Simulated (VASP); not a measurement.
# Ir (Fm-3m) in VASP: notebook

Runs on Ir. Level: PBE. Tasks: single point.

Program: VASP 6.6.1. These are calculated values, not measurements. Logs are shortened: lines on timing, memory, paths and dates and some standing lists are left out, and cuts for length are marked.

**1. The cell of the first run**

The structure is cubic, space group Fm-3m (No. 225). Conventional cell: a = 3.753 Å, b = 3.753 Å, c = 3.753 Å, α = 90.00°, β = 90.00°, γ = 90.00°. Within 3.5 Å of Ir (site symmetry m-3m) lie 12 Ir at 2.65 Å.

**2. Single point, PBE**

File INCAR:

```
SYSTEM = Ir
PREC     = Accurate       ! precision mode
ENCUT    = 500            ! plane-wave cutoff, eV
EDIFF    = 1E-6           ! SCF threshold, eV
ISMEAR   = -1             ! smearing method
SIGMA    = 0.1            ! smearing width, eV
LREAL    = .FALSE.        ! projectors in reciprocal space
LASPH    = .TRUE.         ! aspherical terms in the spheres
NELM     = 120            ! most SCF steps
ALGO     = Normal         ! electronic algorithm
ISIF     = 2              ! what is computed and relaxed
LWAVE    = .FALSE.        ! write WAVECAR
LCHARG   = .FALSE.        ! write CHGCAR
GGA      = PE             ! functional
NBANDS   = 10             ! bands
GGA_COMPAT= .FALSE.
```

File KPOINTS:

```
regular mesh
0
G
  13 13 13
  0 0 0
```

File POSCAR:

```
Ir
1.0
    0.0000000000      1.8764951499      1.8764951499
    1.8764951499      0.0000000000      1.8764951499
    1.8764951499      1.8764951499      0.0000000000
Ir
1
Direct
    0.0000000000      0.0000000000      0.0000000000
```

Potentials or basis: VASP PAW PBE potentials, release 64 (Ir).

On the command line:

```console
> cat potpaw_PBE.64/Ir/POTCAR > POTCAR
> mpirun -np 1 vasp_std > vasp.out
```

OUTCAR:

```text
SYSTEM = Ir
   PREC = Accurate
   ENCUT = 500
   EDIFF = 1E-6
   ISMEAR = -1
   LREAL = .FALSE.
   LASPH = .TRUE.
   NELM = 120
   ISIF = 2
   GGA = PE

 ion  position               nearest neighbor table
   1  0.000  0.000  0.000-

  LATTYP: Found a face centered cubic cell.
 ALAT       =     3.7529902998

  Lattice vectors:

 A1 = (   0.0000000000,   1.8764951499,   1.8764951499)
 A2 = (   1.8764951499,   0.0000000000,   1.8764951499)
 A3 = (   1.8764951499,   1.8764951499,   0.0000000000)

Analysis of symmetry for initial positions (statically):
=====================================================================
 Subroutine PRICEL returns:
 Original cell was already a primitive cell.

 Routine SETGRP: Setting up the symmetry group for a
 face centered cubic supercell.

 Subroutine GETGRP returns: Found 48 space group operations
 (whereof 48 operations were pure point group operations)
 out of a pool of 48 trial point group operations.

The static configuration has the point symmetry O_h .

Analysis of symmetry for dynamics (positions and initial velocities):
=====================================================================
 Subroutine PRICEL returns:
 Original cell was already a primitive cell.

 Routine SETGRP: Setting up the symmetry group for a
 face centered cubic supercell.

 Subroutine GETGRP returns: Found 48 space group operations
 (whereof 48 operations were pure point group operations)
 out of a pool of 48 trial point group operations.

The dynamic configuration has the point symmetry O_h .

 Subroutine INISYM returns: Found 48 space group operations
 (whereof 48 operations are pure point group operations),
 and found     1 'primitive' translations

----------------------------------------------------------------------------------------

                                     Primitive cell

  volume of cell :      13.2152

  direct lattice vectors                    reciprocal lattice vectors
     0.000000000  1.876495150  1.876495150    -0.266454193  0.266454193  0.266454193
     1.876495150  0.000000000  1.876495150     0.266454193 -0.266454193  0.266454193
     1.876495150  1.876495150  0.000000000     0.266454193  0.266454193 -0.266454193

  length of vectors
     2.653764891  2.653764891  2.653764891     0.461512199  0.461512199  0.461512199

  position of ions in fractional coordinates (direct lattice)
     0.000000000  0.000000000  0.000000000

  ion indices of the primitive-cell ions
   primitive index   ion index
[... 72 lines left out ...]
   NELM   =    120;   NELMIN=  2; NELMDL= -5     # of ELM steps
   EDIFF  = 0.1E-05   stopping-criterion for ELM
   LREAL  =      F    real-space projection
   EDIFFG = 0.1E-04   stopping-criterion for IOM
   NSW    =      0    number of steps for IOM
   IBRION =     -1    ionic relax: 0-MD 1-quasi-New 2-CG
   NFREE  =      0    steps in history (QN), initial steepest desc. (CG)
   ISIF   =      2    stress and relaxation
   ISYM   =      2    0-nonsym 1-usesym 2-fastsym
   POTIM  = 0.5000    time-step for ionic-motion
   TEBEG  =    0.0;   TEEND  =   0.0 temperature during run
   PSTRESS=    0.0 pullay stress
   NELECT =       9.0000    total number of electrons
   NUPDOWN=      -1.0000    fix difference up-down
   EMIN   =  10.00;   EMAX   =-10.00  energy-range for DOS
   EFERMI =   0.00;   METHOD = LEGACY
   ISMEAR =    -1;   SIGMA  =   0.10  broadening in eV -4-tet -1-fermi 0-gaus
   EFERMI_NEDOS =   21; number of points for ismear=-14 and -15
   IALGO  =     38    algorithm
   IMIX   =      4    mixing-type and parameters
     AMIX     =   0.40;   BMIX     =  1.00
     AMIX_MAG =   1.60;   BMIX_MAG =  1.00
  volume/ion in A,a.u.               =      13.22        89.18
  Fermi-wavevector in a.u.,A,eV,Ry     =   1.440340  2.721847 28.226348  2.074578
  Thomas-Fermi vector in A             =   2.559095
   LORBIT       =      0    0 simple, 1 ext, 2 COOP (PROOUT), +10 PAW based schemes
   GGA     = PE    functional components
   LHFCALC =     F    Hartree Fock is set to
   AEXX    =    0.0000 exact exchange contribution
   IVDW    =     0    specifies the selected vdW correction
   LEPSILON=     F    determine dielectric tensor
   LRPA    =     F    only Hartree local field effects (RPA)
 non-spin polarized calculation
  energy-cutoff  :      500.00
  volume of cell :       13.22
 maximum number of plane-waves:       343
   NGX =  9   NGY =  9   NGZ =  9

 number of electron       9.0000000 magnetization

 Free energy of the ion-electron system (eV)
  ---------------------------------------------------
  ext. energy  EPLUGINS =         0.00000000
  ---------------------------------------------------
  free energy    TOTEN  =        -8.70246831 eV

  energy without entropy =       -8.66968659  energy(sigma->0) =       -8.68607745

 E-fermi :  11.6591     XC(G=0): -14.3962

 val. band max:       11.6105353610   @ k =  -0.3077   0.3077   0.0769
 cond. band min:      11.6964891159   @ k =   0.4615   0.1538   0.0769
 fundamental gap:      0.0859537549
 Fermi energy:        11.6590739046

 k-point     1 :       0.0000    0.0000    0.0000
  band No.  band energies     occupation
      1      -0.2387      2.00000
      2       7.3252      2.00000
      3       7.3252      2.00000
      4       7.3252      2.00000
      5      10.3248      2.00000
      6      10.3248      2.00000
      7      25.7931      0.00000
      8      31.7995      0.00000
      9      31.7995      0.00000
     10      31.7995      0.00000
[... 287 lines left out ...]
 k-point    24 :       0.4615    0.1538    0.0000
  band No.  band energies     occupation
      1       3.6103      2.00000
      2       6.4891      2.00000
      3       7.7003      2.00000
      4       8.1932      2.00000
      5      12.7516      0.00004
      6      13.9782      0.00000
      7      20.9278      0.00000
      8      27.3883      0.00000
      9      30.7951      0.00000
     10      32.2109      0.00000

 [... further k-points ...]
[... 5 lines left out ...]
  --------------------------------------------------------------------------------------
  -------------------------------------------------------------------------------------
  Total        3.4913193      3.4913193      3.4913193      0.0000000      0.0000000      0.0000000
  in kB      423.2800713    423.2800713    423.2800713      0.0000000      0.0000000      0.0000000
  external PRESSURE =     423.2800713 kB  Pullay stress =       0.0000000 kB

 VOLUME and BASIS-vectors are now :
 -----------------------------------------------------------------------------
  energy-cutoff  :      500.00
  volume of cell :       13.22
      direct lattice vectors                 reciprocal lattice vectors
     0.000000000  1.876495150  1.876495150    -0.266454193  0.266454193  0.266454193
     1.876495150  0.000000000  1.876495150     0.266454193 -0.266454193  0.266454193
     1.876495150  1.876495150  0.000000000     0.266454193  0.266454193 -0.266454193

 POSITION                                       TOTAL-FORCE (eV/Angst)
 -----------------------------------------------------------------------------------
      0.00000      0.00000      0.00000         0.000000      0.000000      0.000000
 -----------------------------------------------------------------------------------
    total drift:                                0.000000      0.000000     -0.000000

  FREE ENERGIE OF THE ION-ELECTRON SYSTEM (eV)
  ---------------------------------------------------
  free  energy   TOTEN  =        -8.7024683075 eV

  energy  without entropy=       -8.6696865908  energy(sigma->0) =       -8.68607745
```

OSZICAR:

```text
N       E                     dE             d eps       ncg     rms          rms(c)
DAV:   1     0.465082728820E+02    0.46508E+02   -0.44097E+03  1704   0.808E+02
DAV:   2    -0.834530364636E+01   -0.54854E+02   -0.52351E+02  1740   0.199E+02
DAV:   3    -0.921036152635E+01   -0.86506E+00   -0.86111E+00  1918   0.290E+01
DAV:   4    -0.921863681489E+01   -0.82753E-02   -0.82736E-02  1928   0.277E+00
DAV:   5    -0.921878729288E+01   -0.15048E-03   -0.15048E-03  1996   0.340E-01    0.185E+01
DAV:   6    -0.880628452503E+01    0.41250E+00   -0.60352E-01  1896   0.976E+00    0.814E+00
DAV:   7    -0.870888175120E+01    0.97403E-01   -0.25815E-01  2032   0.590E+00    0.144E+00
DAV:   8    -0.870474325932E+01    0.41385E-02   -0.23537E-03  1858   0.578E-01    0.809E-01
DAV:   9    -0.870246174518E+01    0.22815E-02   -0.18016E-03  1888   0.604E-01    0.176E-02
DAV:  10    -0.870246835722E+01   -0.66120E-05   -0.11067E-05  2372   0.313E-02    0.211E-02
DAV:  11    -0.870246830749E+01    0.49723E-07   -0.61969E-07  1162   0.996E-03
   1 F= -.87024683E+01 E0= -.86860774E+01  d E =-.327817E-01
```

stdout:

```text
POSCAR found type information on POSCAR Ir
 POSCAR found :  1 types and       1 ions
 scaLAPACK will be used
 LDA part: xc-table for (Slater+PW92), standard interpolation
 POSCAR, INCAR and KPOINTS ok, starting setup
 FFT: planning ... GRIDC
 FFT: planning ... GRID_SOFT
 FFT: planning ... GRID
 WAVECAR not read
 entering main loop
```

Wall time 6.8 s (1 thread of Intel Xeon 6975P-C, shared host); peak memory 0.13 GiB.

What came out:

```
Free energy : -8.7025 eV
Pressure    : 42.3 GPa
```

Levels at points of the mesh, in eV from the Fermi level:
| k point | band 1 | band 2 | band 3 | band 4 | band 5 | band 6 | band 7 | band 8 |
| --- | --- | --- | --- | --- | --- | --- | --- | --- |
| (0.00, 0.00, 0.00) | -11.90 | -4.33 | -4.33 | -4.33 | -1.33 | -1.33 | 14.13 | 20.14 |

Caveat: spin-orbit coupling is left out, which moves the levels of the heavy elements.

**3. Single point, PBE**

This run uses another cell than the first one, of 13.50 Å³/atom, 1.021 times its volume.

File INCAR:

```
SYSTEM = Ir
PREC = Accurate
ENCUT = 500
EDIFF = 1E-6
ISMEAR = -1
SIGMA = 0.1
LREAL = .FALSE.
LASPH = .TRUE.
NELM = 120
ALGO = Normal
ISIF = 2
LWAVE = .FALSE.
LCHARG = .TRUE.
GGA = PE
LELF = .TRUE.
LVHAR = .TRUE.
NBANDS = 10
GGA_COMPAT = .FALSE.
```

File KPOINTS:

```
Automatic mesh
0
G
  13 13 13
  0 0 0
```

File POSCAR:

```
Ir
1.0
    0.0000000000      1.8897103398      1.8897103398
    1.8897103398      0.0000000000      1.8897103398
    1.8897103398      1.8897103398      0.0000000000
Ir
1
Direct
    0.0000000000      0.0000000000      0.0000000000
```

Potentials or basis: VASP PAW PBE potentials, release 64 (Ir).

On the command line:

```console
> cat potpaw_PBE.64/Ir/POTCAR > POTCAR
> mpirun -np 1 vasp_std > vasp.out
```

OUTCAR:

```text
SYSTEM = Ir
   PREC = Accurate
   ENCUT = 500
   EDIFF = 1E-6
   ISMEAR = -1
   LREAL = .FALSE.
   LASPH = .TRUE.
   NELM = 120
   ISIF = 2
   GGA = PE

 ion  position               nearest neighbor table
   1  0.000  0.000  0.000-

  LATTYP: Found a face centered cubic cell.
 ALAT       =     3.7794206796

  Lattice vectors:

 A1 = (   0.0000000000,   1.8897103398,   1.8897103398)
 A2 = (   1.8897103398,   0.0000000000,   1.8897103398)
 A3 = (   1.8897103398,   1.8897103398,   0.0000000000)

Analysis of symmetry for initial positions (statically):
=====================================================================
 Subroutine PRICEL returns:
 Original cell was already a primitive cell.

 Routine SETGRP: Setting up the symmetry group for a
 face centered cubic supercell.

 Subroutine GETGRP returns: Found 48 space group operations
 (whereof 48 operations were pure point group operations)
 out of a pool of 48 trial point group operations.

The static configuration has the point symmetry O_h .

Analysis of symmetry for dynamics (positions and initial velocities):
=====================================================================
 Subroutine PRICEL returns:
[... 157 lines left out ...]
 cond. band min:      11.3019330048   @ k =   0.3077   0.2308   0.0000
 fundamental gap:      0.0794929483
 Fermi energy:        11.2682668442

 k-point     1 :       0.0000    0.0000    0.0000
  band No.  band energies     occupation
      1      -0.3910      2.00000
      2       7.0732      2.00000
      3       7.0732      2.00000
      4       7.0732      2.00000
      5       9.9744      2.00000
      6       9.9744      2.00000
      7      25.4605      0.00000
      8      31.3367      0.00000
      9      31.3367      0.00000
     10      31.3367      0.00000
[... 287 lines left out ...]
 k-point    24 :       0.4615    0.1538    0.0000
  band No.  band energies     occupation
      1       3.4377      2.00000
      2       6.2682      2.00000
      3       7.4224      2.00000
      4       7.9178      2.00000
      5      12.3181      0.00006
      6      13.5311      0.00000
      7      20.3409      0.00000
      8      26.9576      0.00000
      9      30.1862      0.00000
     10      31.5437      0.00000

 [... further k-points ...]
[... 5 lines left out ...]
  --------------------------------------------------------------------------------------
  -------------------------------------------------------------------------------------
  Total        2.6333919      2.6333919      2.6333919      0.0000000      0.0000000      0.0000000
  in kB      312.6154018    312.6154018    312.6154018      0.0000000      0.0000000      0.0000000
  external PRESSURE =     312.6154018 kB  Pullay stress =       0.0000000 kB

 VOLUME and BASIS-vectors are now :
 -----------------------------------------------------------------------------
  energy-cutoff  :      500.00
  volume of cell :       13.50
      direct lattice vectors                 reciprocal lattice vectors
     0.000000000  1.889710340  1.889710340    -0.264590816  0.264590816  0.264590816
     1.889710340  0.000000000  1.889710340     0.264590816 -0.264590816  0.264590816
     1.889710340  1.889710340  0.000000000     0.264590816  0.264590816 -0.264590816

 POSITION                                       TOTAL-FORCE (eV/Angst)
 -----------------------------------------------------------------------------------
      0.00000      0.00000      0.00000         0.000000      0.000000      0.000000
 -----------------------------------------------------------------------------------
    total drift:                                0.000000      0.000000      0.000000

  FREE ENERGIE OF THE ION-ELECTRON SYSTEM (eV)
  ---------------------------------------------------
  free  energy   TOTEN  =        -8.7670465757 eV

  energy  without entropy=       -8.7333526872  energy(sigma->0) =       -8.75019963
```

It took 7.2 s on 1 thread of Intel Xeon 6975P-C, shared host; peak memory 0.13 GiB.

What came out:

* Free energy: -8.7670 eV
* Pressure: 31.3 GPa

Levels at points of the mesh, in eV from the Fermi level:
```csv
k point,band 1,band 2,band 3,band 4,band 5,band 6,band 7,band 8,band 9
"(0.00, 0.00, 0.00)",-11.66,-4.20,-4.20,-4.20,-1.29,-1.29,14.19,20.07,20.07
```

Caveat: spin-orbit coupling is left out, which moves the levels of the heavy elements.

**4. Single point, PBE**

This run uses another cell than the first one, of 14.06 Å³/atom, 1.064 times its volume.

File INCAR:

```
PREC = Accurate
ENCUT = 500
EDIFF = 1E-6
ISMEAR = -1
SIGMA = 0.1
LREAL = False
LASPH = True
NELM = 120
ALGO = Normal
ISIF = 2
LWAVE = False
LCHARG = False
GGA = PE
NBANDS = 10
GGA_COMPAT = False
```

File KPOINTS:

```
Automatic mesh
0
Gamma
  13 13 13
```

File POSCAR:

```
Ir
1.0
    0.0000000000      1.9156000000      1.9156000000
    1.9156000000      0.0000000000      1.9156000000
    1.9156000000      1.9156000000      0.0000000000
Ir
1
Direct
    0.0000000000      0.0000000000      0.0000000000
```

On the command line:

```console
> cat potpaw_PBE.64/Ir/POTCAR > POTCAR
> mpirun -np 1 vasp_std > vasp.out
```

Run time: 8 s. Hardware: 1 thread of Intel Xeon 6975P-C, shared host; peak memory 0.14 GiB.

The run converged. Its results:

```
Free energy : -8.8433 eV
Pressure    : 12.7 GPa
```

Levels at points of the mesh, in eV from the Fermi level:
```tsv
k point	band 1	band 2	band 3	band 4	band 5	band 6	band 7	band 8	band 9
(0.00, 0.00, 0.00)	-11.20	-3.94	-3.94	-3.94	-1.22	-1.22	14.29	19.92	19.92
```

Caveat: spin-orbit coupling is left out, which moves the levels of the heavy elements.

**5. Single point, PBE**

This run uses another cell than the first one, of 14.34 Å³/atom, 1.085 times its volume.

File INCAR:

```
SYSTEM = Ir
PREC     = Accurate       ! precision mode
ENCUT    = 500            ! plane-wave cutoff, eV
EDIFF    = 1E-6           ! SCF threshold, eV
ISMEAR   = -1             ! smearing method
SIGMA    = 0.1            ! smearing width, eV
LREAL    = .False.        ! projectors in reciprocal space
LASPH    = .True.         ! aspherical terms in the spheres
NELM     = 120            ! most SCF steps
ALGO     = Normal         ! electronic algorithm
ISIF     = 2              ! what is computed and relaxed
LWAVE    = .False.        ! write WAVECAR
LCHARG   = .False.        ! write CHGCAR
GGA      = PE             ! functional
NBANDS   = 10             ! bands
GGA_COMPAT= .False.
```

File KPOINTS:

```
regular mesh
0
Gamma
  13 13 13
  0 0 0
```

File POSCAR:

```
Ir
1.0
    0.0000000000      1.9282864624      1.9282864624
    1.9282864624      0.0000000000      1.9282864624
    1.9282864624      1.9282864624      0.0000000000
Ir
1
Direct
    0.0000000000      0.0000000000      0.0000000000
```

On the command line:

```console
> cat potpaw_PBE.64/Ir/POTCAR > POTCAR
> mpirun -np 1 vasp_std > vasp.out
```

It took 7 s on 1 thread of Intel Xeon 6975P-C, shared host; peak memory 0.13 GiB.

The run converged. Its results:

```yaml
Free_energy: -8.8587 eV
Pressure: 4.9 GPa
```

Levels at points of the mesh, in eV from the Fermi level:
```tsv
k point	band 1	band 2	band 3	band 4	band 5	band 6	band 7	band 8	band 9
(0.00, 0.00, 0.00)	-10.99	-3.82	-3.82	-3.82	-1.18	-1.18	14.33	19.84	19.84
```

Caveat: spin-orbit coupling is left out, which moves the levels of the heavy elements.

**6. Single point, PBE**

This run uses another cell than the first one, of 14.90 Å³/atom, 1.128 times its volume.

File INCAR:

```
SYSTEM = Ir
ALGO     = Normal         ! electronic algorithm
EDIFF    = 1E-6           ! SCF threshold, eV
ENCUT    = 500            ! plane-wave cutoff, eV
GGA      = PE             ! functional
GGA_COMPAT= .False.      
ISIF     = 2              ! what is computed and relaxed
ISMEAR   = -1             ! smearing method
LASPH    = .True.         ! aspherical terms in the spheres
LCHARG   = .True.         ! write CHGCAR
LELF     = .True.         ! ELF
LREAL    = .False.        ! projectors in reciprocal space
LVHAR    = .True.       
LWAVE    = .False.        ! write WAVECAR
NBANDS   = 10             ! bands
NELM     = 120            ! most SCF steps
PREC     = Accurate       ! precision mode
SIGMA    = 0.1            ! smearing width, eV
```

File KPOINTS:

```
k-points
0
Gamma
  13 13 13
  0 0 0
```

File POSCAR:

```
Ir
1.0
    0.0000000000      1.9531703226      1.9531703226
    1.9531703226      0.0000000000      1.9531703226
    1.9531703226      1.9531703226      0.0000000000
Ir
1
Direct
    0.0000000000      0.0000000000      0.0000000000
```

Potentials or basis: VASP PAW PBE potentials, release 64 (Ir).

On the command line:

```console
> cat potpaw_PBE.64/Ir/POTCAR > POTCAR
> mpirun -np 1 vasp_std > vasp.out
```

Run time: 6.8 s. Hardware: 1 thread of Intel Xeon 6975P-C, shared host; peak memory 0.13 GiB.

It converged, with:

| Property | Result |
| --- | --- |
| Free energy | -8.8527 eV |
| Pressure | -8.1 GPa |

Levels at points of the mesh, in eV from the Fermi level:
| k point | band 1 | band 2 | band 3 | band 4 | band 5 | band 6 | band 7 | band 8 |
| --- | --- | --- | --- | --- | --- | --- | --- | --- |
| (0.00, 0.00, 0.00) | -10.58 | -3.59 | -3.59 | -3.59 | -1.12 | -1.12 | 14.41 | 19.69 |

Caveat: spin-orbit coupling is left out, which moves the levels of the heavy elements.

**7. Summary**

```tsv
cell	gap on the mesh (eV)	pressure (GPa)
a = 2.654 Å, angles 60.0°, 1 atom	none	42.3
a = 2.672 Å, angles 60.0°, 1 atom	none	31.3
a = 2.709 Å, angles 60.0°, 1 atom	none	12.7
a = 2.727 Å, angles 60.0°, 1 atom	none	4.9
a = 2.762 Å, angles 60.0°, 1 atom	none	-8.1
```

Alike in all rows: task single point; level PBE; potentials or basis VASP PAW PBE potentials, release 64 (Ir); no spin polarisation; k mesh 13 × 13 × 13; cutoff (eV) 500; smearing fermi-dirac 0.1 eV.

Caveats: spin-orbit coupling is left out, which moves the levels of the heavy elements.

Absolute energies hang on the potentials; compare differences alone.
